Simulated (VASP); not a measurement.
# TaN (I4/mmm) in VASP: notebook

TaN is run at these levels: PBE; tasks: single point.

Everything below comes from runs of VASP 6.6.1. Logs are shortened: lines on timing, memory, paths and dates and some standing lists are left out, and cuts for length are marked.

## 1. The cell of the first run

It takes space group I4/mmm (No. 139, tetragonal). The conventional cell has a = 3.123 Å, b = 3.123 Å, c = 4.240 Å, α = 90.00°, β = 90.00°, γ = 90.00°. Within 2.8 Å of Ta (site symmetry 4/mmm) lie 6 N at 2.12 to 2.21 Å. N (site symmetry 4/mmm) has 6 Ta at 2.12 to 2.21 Å within 2.8 Å.

## 2. Single point, PBE (engineering shear strain xz +0.0000, normal strain along z -0.0400)

Contents of INCAR:

```
PREC = Accurate
ENCUT = 520
EDIFF = 1E-6
ISMEAR = 0
SIGMA = 0.15
LREAL = False
LASPH = True
NELM = 100
ALGO = Normal
ISIF = 2
LWAVE = False
LCHARG = False
GGA = PE
NBANDS = 15
```

Contents of KPOINTS:

```
regular mesh
0
Gamma
  18 18 18
```

Contents of POSCAR:

```
TaN
1.0
    0.0000000000      2.2081122570      2.1197877667
    2.2081122570      0.0000000000      2.1197877667
    2.2081122570      2.2081122570      0.0000000000
Ta N
1 1
Direct
    0.5000000000      0.5000000000      0.5000000000
    0.0000000000      0.0000000000      0.0000000000
```

Potentials or basis: VASP PAW PBE potentials, release 64 (Ta_pv, N).

Run with:

```
cat potpaw_PBE.64/Ta_pv/POTCAR potpaw_PBE.64/N/POTCAR > POTCAR
mpirun -np 1 vasp_std > vasp.out
```

OUTCAR:

```text
PREC = Accurate
   ENCUT = 520
   EDIFF = 1E-6
   ISMEAR = 0
   LREAL = False
   LASPH = True
   NELM = 100
   ISIF = 2
   GGA = PE

 ion  position               nearest neighbor table
   1  0.500  0.500  0.500-   2 2.12   2 2.12   2 2.21   2 2.21   2 2.21   2 2.21
   2  0.000  0.000  0.000-   1 2.12   1 2.12   1 2.21   1 2.21   1 2.21   1 2.21

  LATTYP: Found a body centered tetragonal cell.
 ALAT       =     3.1227423011
 C/A-ratio  =     1.3576450199

  Lattice vectors:

 A1 = (   0.0000000000,  -2.2081122570,  -2.1197877667)
 A2 = (   0.0000000000,   2.2081122570,  -2.1197877667)
 A3 = (   2.2081122570,   0.0000000000,   2.1197877667)

Analysis of symmetry for initial positions (statically):
=====================================================================
 Subroutine PRICEL returns:
 Original cell was already a primitive cell.

 Routine SETGRP: Setting up the symmetry group for a
 body centered tetragonal supercell.

 Subroutine GETGRP returns: Found 16 space group operations
 (whereof 16 operations were pure point group operations)
 out of a pool of 16 trial point group operations.

The static configuration has the point symmetry D_4h.

Analysis of symmetry for dynamics (positions and initial velocities):
=====================================================================
 Subroutine PRICEL returns:
 Original cell was already a primitive cell.

 Routine SETGRP: Setting up the symmetry group for a
 body centered tetragonal supercell.

 Subroutine GETGRP returns: Found 16 space group operations
 (whereof 16 operations were pure point group operations)
 out of a pool of 16 trial point group operations.

The dynamic configuration has the point symmetry D_4h.

 Subroutine INISYM returns: Found 16 space group operations
 (whereof 16 operations are pure point group operations),
 and found     1 'primitive' translations

----------------------------------------------------------------------------------------

                                     Primitive cell

  volume of cell :      20.6712

  direct lattice vectors                    reciprocal lattice vectors
     0.000000000  2.208112257  2.119787767    -0.226437763  0.226437763  0.235872670
     2.208112257  0.000000000  2.119787767     0.226437763 -0.226437763  0.235872670
     2.208112257  2.208112257  0.000000000     0.226437763  0.226437763 -0.235872670

  length of vectors
     3.060924683  3.060924683  3.122742301     0.397723569  0.397723569  0.397723569

  position of ions in fractional coordinates (direct lattice)
     0.500000000  0.500000000  0.500000000
     0.000000000  0.000000000  0.000000000

  ion indices of the primitive-cell ions
   primitive index   ion index
                 1           1
                 2           2

----------------------------------------------------------------------------------------

 KPOINTS: regular mesh

Automatic generation of k-mesh.
 Grid dimensions read from file:
 generate k-points for:   18   18   18

 Generating k-lattice:

  Cartesian coordinates                     Fractional coordinates (reciprocal lattice)
    -0.012579876  0.012579876  0.013104037     0.055555556  0.000000000  0.000000000
     0.012579876 -0.012579876  0.013104037     0.000000000  0.055555556  0.000000000
     0.012579876  0.012579876 -0.013104037     0.000000000  0.000000000  0.055555556

  Length of vectors
     0.022095754  0.022095754  0.022095754

  Shift w.r.t. Gamma in fractional coordinates (k-lattice)
     0.000000000  0.000000000  0.000000000

 Subroutine IBZKPT returns following result:
 ===========================================

 Found    480 irreducible k-points:

 Following reciprocal coordinates:
            Coordinates               Weight
  0.000000  0.000000  0.000000      1.000000
  0.055556 -0.000000  0.000000      8.000000
  0.111111 -0.000000  0.000000      8.000000
  0.166667  0.000000  0.000000      8.000000
  0.222222  0.000000  0.000000      8.000000
  0.277778  0.000000  0.000000      8.000000
[... 16 lines left out ...]
 -0.277778  0.055556  0.000000      8.000000
 -0.222222  0.055556  0.000000      8.000000
 [... further k-points ...]
   k-points           NKPTS =    480   k-points in BZ     NKDIM =    480   number of bands    NBANDS=     15
   number of dos      NEDOS =    301   number of ions     NIONS =      2
   total plane-waves  NPLWV =  13824
   dimension x,y,z NGX =    24 NGY =   24 NGZ =   24
   dimension x,y,z NGXF=    48 NGYF=   48 NGZF=   48
   ions per type =               1   1
   NGX,Y,Z   is equivalent  to a cutoff of  13.03, 13.03, 12.78 a.u.
   NGXF,Y,Z  is equivalent  to a cutoff of  26.07, 26.07, 25.55 a.u.
 SYSTEM =  unknown system
   PREC   = accura    normal or accurate (medium, high low for compatibility)
   ISTART =      0    job   : 0-new  1-cont  2-samecut
   ICHARG =      2    charge: 1-file 2-atom 10-const
   ISPIN  =      1    spin polarized calculation?
   LNONCOLLINEAR =      F non collinear calculations
   LSORBIT =      F    spin-orbit coupling
   LASPH  =      T    aspherical Exc in radial PAW
   ENCUT  =  520.0 eV  38.22 Ry    6.18 a.u.   5.69  5.69  5.81*2*pi/ulx,y,z
   NELM   =    100;   NELMIN=  2; NELMDL= -5     # of ELM steps
   EDIFF  = 0.1E-05   stopping-criterion for ELM
   LREAL  =      F    real-space projection
[... 7 lines left out ...]
   TEBEG  =    0.0;   TEEND  =   0.0 temperature during run
   PSTRESS=    0.0 pullay stress
   NELECT =      16.0000    total number of electrons
   NUPDOWN=      -1.0000    fix difference up-down
   EMIN   =  10.00;   EMAX   =-10.00  energy-range for DOS
   EFERMI =   0.00;   METHOD = LEGACY
   ISMEAR =     0;   SIGMA  =   0.15  broadening in eV -4-tet -1-fermi 0-gaus
   EFERMI_NEDOS =   21; number of points for ismear=-14 and -15
   IALGO  =     38    algorithm
   IMIX   =      4    mixing-type and parameters
     AMIX     =   0.40;   BMIX     =  1.00
     AMIX_MAG =   1.60;   BMIX_MAG =  1.00
  volume/ion in A,a.u.               =      10.34        69.75
  Fermi-wavevector in a.u.,A,eV,Ry     =   1.503119  2.840482 30.740537  2.259366
  Thomas-Fermi vector in A             =   2.614271
   LORBIT       =      0    0 simple, 1 ext, 2 COOP (PROOUT), +10 PAW based schemes
   GGA     = PE    functional components
   LHFCALC =     F    Hartree Fock is set to
   AEXX    =    0.0000 exact exchange contribution
   IVDW    =     0    specifies the selected vdW correction
   LEPSILON=     F    determine dielectric tensor
   LRPA    =     F    only Hartree local field effects (RPA)
 non-spin polarized calculation
 Gauss-broadening in eV      SIGMA  =   0.15
  energy-cutoff  :      520.00
  volume of cell :       20.67
 maximum number of plane-waves:       572
   NGX = 11   NGY = 11   NGZ = 11

 number of electron      16.0000000 magnetization

 Free energy of the ion-electron system (eV)
  ---------------------------------------------------
  ext. energy  EPLUGINS =         0.00000000
  ---------------------------------------------------
  free energy    TOTEN  =       -21.73493018 eV

  energy without entropy =      -21.72612603  energy(sigma->0) =      -21.73052811

 E-fermi :   9.8751     XC(G=0): -13.5920

 val. band max:        9.8692905387   @ k =  -0.3333   0.2778   0.0556
 cond. band min:       9.8779244883   @ k =  -0.2778   0.3333   0.0556
 fundamental gap:      0.0086339496
 Fermi energy:         9.8751410835

 k-point     1 :       0.0000    0.0000    0.0000
  band No.  band energies     occupation
      1     -25.8494      2.00000
      2     -25.8494      2.00000
      3     -25.8317      2.00000
      4      -9.2369      2.00000
      5       5.8892      2.00000
      6       5.8892      2.00000
      7       6.1061      2.00000
      8       7.5318      2.00000
      9       7.5318      2.00000
     10       8.0290      2.00000
     11       9.6452      1.96980
     12       9.8624      1.09569
     13      12.0554      0.00000
     14      19.3072      0.00000
     15      22.3129      0.00000

 k-point     2 :       0.0556   -0.0000    0.0000
  band No.  band energies     occupation
      1     -25.8761      2.00000
      2     -25.8531      2.00000
      3     -25.8383      2.00000
      4      -9.1570      2.00000
      5       5.4926      2.00000
      6       5.5931      2.00000
      7       5.7897      2.00000
      8       7.6846      2.00000
      9       7.7315      2.00000
     10       8.1451      2.00000
     11       9.9633      0.40590
     12      10.1928      0.00275
     13      12.2944      0.00000
     14      19.5505      0.00000
     15      22.3128      0.00000

 k-point     3 :       0.1111   -0.0000    0.0000
  band No.  band energies     occupation
      1     -25.9639      2.00000
      2     -25.8636      2.00000
      3     -25.8450      2.00000
      4      -8.9240      2.00000
      5       4.6126      2.00000
      6       4.9658      2.00000
      7       5.1434      2.00000
      8       8.0293      2.00000
      9       8.0842      2.00000
     10       8.3880      2.00000
     11      10.7627      0.00000
     12      11.0124      0.00000
     13      12.9298      0.00000
     14      20.2369      0.00000
     15      22.3125      0.00000
[... 343 lines left out ...]
 k-point    23 :      -0.2778    0.0556    0.0000
  band No.  band energies     occupation
      1     -26.4603      2.00000
      2     -25.9161      2.00000
      3     -25.9133      2.00000
      4      -7.4230      2.00000
      5       1.2303      2.00000
      6       2.8171      2.00000
      7       3.3035      2.00000
      8       9.3013      2.00000
      9       9.6778      1.93719
     10      10.6997      0.00000
     11      14.6862      0.00000
     12      14.9949      0.00000
     13      15.0739      0.00000
     14      22.2456      0.00000
     15      22.4849      0.00000

 k-point    24 :      -0.2222    0.0556    0.0000
  band No.  band energies     occupation
      1     -26.3023      2.00000
      2     -25.9020      2.00000
      3     -25.8947      2.00000
      4      -7.9378      2.00000
      5       2.1149      2.00000
      6       3.2945      2.00000
      7       3.8811      2.00000
      8       8.8186      2.00000
      9       8.9681      2.00000
     10      10.0843      0.04862
     11      13.5043      0.00000
     12      13.9591      0.00000
     13      14.4164      0.00000
     14      22.2971      0.00000
     15      22.5169      0.00000

 [... further k-points ...]

------------------------ aborting loop because EDIFF is reached ----------------------------------------

  FORCE on cell =-STRESS in cart. coord.  units (eV):
  Direction    XX          YY          ZZ          XY          YZ          ZX
  --------------------------------------------------------------------------------------
  -------------------------------------------------------------------------------------
  Total        0.9175322      0.9175322      4.9144151      0.0000000      0.0000000     -0.0000000
  in kB       71.1159829     71.1159829    380.9059383      0.0000000      0.0000000     -0.0000000
  external PRESSURE =     174.3793014 kB  Pullay stress =       0.0000000 kB

 VOLUME and BASIS-vectors are now :
 -----------------------------------------------------------------------------
  energy-cutoff  :      520.00
  volume of cell :       20.67
      direct lattice vectors                 reciprocal lattice vectors
     0.000000000  2.208112257  2.119787767    -0.226437763  0.226437763  0.235872670
     2.208112257  0.000000000  2.119787767     0.226437763 -0.226437763  0.235872670
     2.208112257  2.208112257  0.000000000     0.226437763  0.226437763 -0.235872670

 POSITION                                       TOTAL-FORCE (eV/Angst)
 -----------------------------------------------------------------------------------
      2.20811      2.20811      2.11979        -0.000000      0.000000      0.000000
      0.00000      0.00000      0.00000         0.000000     -0.000000      0.000000
 -----------------------------------------------------------------------------------
    total drift:                                0.000000     -0.000000     -0.000000

  FREE ENERGIE OF THE ION-ELECTRON SYSTEM (eV)
  ---------------------------------------------------
  free  energy   TOTEN  =       -21.7349301803 eV

  energy  without entropy=      -21.7261260328  energy(sigma->0) =      -21.73052811
```

Wall time 51 s (1 thread of Intel Xeon 6975P-C (Granite Rapids), shared host); peak memory 0.26 GiB.

What came out:

```
Free energy            : -21.7349 eV
Pressure               : 17.4 GPa
Band gap on the k mesh : zero (bands 8 and 9 overlap by 4.12 eV)
```

Levels at points of the mesh, in eV from the Fermi level:
```tsv
k point	band 5	band 6	band 7	band 8	band 9	band 10	band 11	band 12
(0.00, 0.00, 0.00)	-3.99	-3.99	-3.77	-2.34	-2.34	-1.85	-0.23	-0.01
(0.50, 0.00, 0.00)	-10.62	-7.82	-7.81	1.78	2.17	2.18	3.89	7.31
(0.50, 0.50, 0.00)	-6.39	-5.72	-4.86	-4.86	2.25	3.70	3.70	4.91
(0.50, 0.00, 0.50)	-6.85	-5.63	-4.74	-4.53	2.08	3.43	3.95	4.91
```

Caveat: the cell differs from its parent crystal (engineering shear strain xz +0.0000, normal strain along z -0.0400); the stress differs along the axes, from 7 to 38 GPa; spin-orbit coupling is left out, which moves the levels of the heavy elements.

## 3. Single point, PBE (engineering shear strain xz +0.0000, normal strain along z -0.0267)

Contents of INCAR:

```
PREC = Accurate
ENCUT = 520
EDIFF = 1E-7
ISMEAR = 0
SIGMA = 0.15
LREAL = False
LASPH = True
NELM = 60
ALGO = Normal
ISIF = 2
LWAVE = False
LCHARG = True
GGA = PE
LELF = True
LVHAR = True
NBANDS = 15
```

KPOINTS is that of step 2.

Contents of POSCAR:

```
TaN
1.0
    0.0000000000      2.2081122570      2.1491556597
    2.2081122570      0.0000000000      2.1491556597
    2.2081122570      2.2081122570      0.0000000000
Ta N
1 1
Direct
    0.5000000000      0.5000000000      0.5000000000
    0.0000000000      0.0000000000      0.0000000000
```

Potentials or basis: VASP PAW PBE potentials, release 64 (Ta_pv, N).

Run with:

```
cat potpaw_PBE.64/Ta_pv/POTCAR potpaw_PBE.64/N/POTCAR > POTCAR
mpirun -np 1 vasp_std > vasp.out
```

OUTCAR:

```text
PREC = Accurate
   ENCUT = 520
   EDIFF = 1E-7
   ISMEAR = 0
   LREAL = False
   LASPH = True
   NELM = 60
   ISIF = 2
   GGA = PE

 ion  position               nearest neighbor table
   1  0.500  0.500  0.500-   2 2.15   2 2.15   2 2.21   2 2.21   2 2.21   2 2.21
   2  0.000  0.000  0.000-   1 2.15   1 2.15   1 2.21   1 2.21   1 2.21   1 2.21

  LATTYP: Found a body centered tetragonal cell.
 ALAT       =     3.1227423011
 C/A-ratio  =     1.3764540602

  Lattice vectors:

 A1 = (   0.0000000000,  -2.2081122570,  -2.1491556597)
 A2 = (   0.0000000000,   2.2081122570,  -2.1491556597)
 A3 = (   2.2081122570,   0.0000000000,   2.1491556597)

Analysis of symmetry for initial positions (statically):
=====================================================================
 Subroutine PRICEL returns:
 Original cell was already a primitive cell.

 Routine SETGRP: Setting up the symmetry group for a
 body centered tetragonal supercell.

 Subroutine GETGRP returns: Found 16 space group operations
 (whereof 16 operations were pure point group operations)
 out of a pool of 16 trial point group operations.

[... 176 lines left out ...]
      6       5.7982      2.00000
      7       5.9311      2.00000
      8       7.4629      2.00000
      9       7.4629      2.00000
     10       7.7885      2.00000
     11       9.5867      1.79794
     12       9.7934      0.50095
     13      11.5554      0.00000
     14      19.1324      0.00000
[... 401 lines left out ...]
      2     -26.0926      2.00000
      3     -26.0771      2.00000
      4      -7.9963      2.00000
      5       2.0345      2.00000
      6       3.2272      2.00000
      7       3.7403      2.00000
      8       8.6985      2.00000
      9       8.8505      2.00000
     10       9.8956      0.10169
     11      13.1088      0.00000
     12      13.8706      0.00000
     13      14.1702      0.00000
     14      22.0964      0.00000
     15      22.2762      0.00000

 [... further k-points ...]

------------------------ aborting loop because EDIFF is reached ----------------------------------------

  FORCE on cell =-STRESS in cart. coord.  units (eV):
  Direction    XX          YY          ZZ          XY          YZ          ZX
  --------------------------------------------------------------------------------------
  -------------------------------------------------------------------------------------
  Total        0.6577597      0.6577597      3.0896481      0.0000000     -0.0000000      0.0000000
  in kB       50.2849092     50.2849092    236.1997491      0.0000000     -0.0000000      0.0000000
  external PRESSURE =     112.2565225 kB  Pullay stress =       0.0000000 kB

 VOLUME and BASIS-vectors are now :
 -----------------------------------------------------------------------------
  energy-cutoff  :      520.00
  volume of cell :       20.96
      direct lattice vectors                 reciprocal lattice vectors
     0.000000000  2.208112257  2.149155660    -0.226437763  0.226437763  0.232649505
     2.208112257  0.000000000  2.149155660     0.226437763 -0.226437763  0.232649505
     2.208112257  2.208112257  0.000000000     0.226437763  0.226437763 -0.232649505

 POSITION                                       TOTAL-FORCE (eV/Angst)
 -----------------------------------------------------------------------------------
      2.20811      2.20811      2.14916         0.000000     -0.000000      0.000000
      0.00000      0.00000      0.00000        -0.000000      0.000000      0.000000
 -----------------------------------------------------------------------------------
    total drift:                                0.000000     -0.000000     -0.000000

  FREE ENERGIE OF THE ION-ELECTRON SYSTEM (eV)
  ---------------------------------------------------
  free  energy   TOTEN  =       -21.7900134379 eV

  energy  without entropy=      -21.7809339760  energy(sigma->0) =      -21.78547371
```

OSZICAR:

```text
N       E                     dE             d eps       ncg     rms          rms(c)
DAV:   1     0.893724104500E+02    0.89372E+02   -0.87569E+03 14423   0.113E+03
DAV:   2    -0.220940724978E+02   -0.11147E+03   -0.10490E+03 17725   0.303E+02
DAV:   3    -0.248086915792E+02   -0.27146E+01   -0.26950E+01 16248   0.443E+01
DAV:   4    -0.248192794629E+02   -0.10588E-01   -0.10584E-01 18616   0.295E+00
DAV:   5    -0.248193478481E+02   -0.68385E-04   -0.68382E-04 16495   0.210E-01    0.250E+01
DAV:   6    -0.218731855580E+02    0.29462E+01   -0.54651E+00 17760   0.265E+01    0.104E+01
DAV:   7    -0.218232710295E+02    0.49915E-01   -0.56839E-01 16409   0.607E+00    0.719E+00
DAV:   8    -0.217973039038E+02    0.25967E-01   -0.13946E-01 17046   0.318E+00    0.176E+00
DAV:   9    -0.217900802852E+02    0.72236E-02   -0.19302E-02 16507   0.115E+00    0.319E-01
DAV:  10    -0.217900540449E+02    0.26240E-04   -0.14585E-03 16787   0.396E-01    0.544E-02
DAV:  11    -0.217900144846E+02    0.39560E-04   -0.82985E-05 16367   0.108E-01    0.227E-02
DAV:  12    -0.217900138342E+02    0.65036E-06   -0.80789E-06 16836   0.272E-02    0.566E-03
DAV:  13    -0.217900134474E+02    0.38678E-06   -0.26689E-07 16595   0.474E-03    0.190E-03
DAV:  14    -0.217900134379E+02    0.95415E-08   -0.13633E-08  9293   0.117E-03
   1 F= -.21790013E+02 E0= -.21785474E+02  d E =-.907946E-02
```

stdout:

```text
POSCAR found type information on POSCAR TaN
 POSCAR found :  2 types and       2 ions
 scaLAPACK will be used
 LDA part: xc-table for (Slater+PW92), standard interpolation
 POSCAR, INCAR and KPOINTS ok, starting setup
 FFT: planning ... GRIDC
 FFT: planning ... GRID_SOFT
 FFT: planning ... GRID
 WAVECAR not read
 entering main loop
```

Wall time 55 s (1 thread of Intel Xeon 6975P-C (Granite Rapids), shared host); peak memory 0.26 GiB.

What came out:

```yaml
Free_energy: -21.7900 eV
Pressure: 11.2 GPa
Band_gap_on_the_k_mesh: zero (bands 8 and 9 overlap by 4.07 eV)
```

Caveat: the cell differs from its parent crystal (engineering shear strain xz +0.0000, normal strain along z -0.0267); the stress differs along the axes, from 5 to 24 GPa; spin-orbit coupling is left out, which moves the levels of the heavy elements.

(Continued in part 2 of 3.)
